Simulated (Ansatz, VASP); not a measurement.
**Ru in VASP and in Ansatz**

```
Ru
1.0
    -1.50986    1.50986    1.50986
     1.50986   -1.50986    1.50986
     1.50986    1.50986   -1.50986
Ru
1
Direct
  0.00000 0.00000 0.00000
```

Alike in both runs: task relaxation of cell and atoms; functional PBE; k mesh 19 × 19 × 19; occupations fermi-dirac, width 0.08 eV; no spin polarisation.

|  | VASP | Ansatz |
| --- | --- | --- |
| version | VASP 6.6.1 | Ansatz 0.2.0 |
| potentials or method | VASP PAW PBE potentials, release 64 (Ru_pv) | PAW with Ansatz's default frozen-core files, scalar-relativistic |
| plane-wave cutoff (eV) | 600 | 420 |
| valence electrons in the cell | 14 | 16 |

```tsv
	VASP	Ansatz	Ansatz less VASP
relaxed volume (Å³/atom)	14.24	14.25	+0.008
relaxed cell length with the largest relative difference (Å)	2.645	2.645	+0.0005
```

VASP's potentials hold 14 valence electrons a cell and Ansatz's 16, so a difference there can come from the potentials and not from the codes.
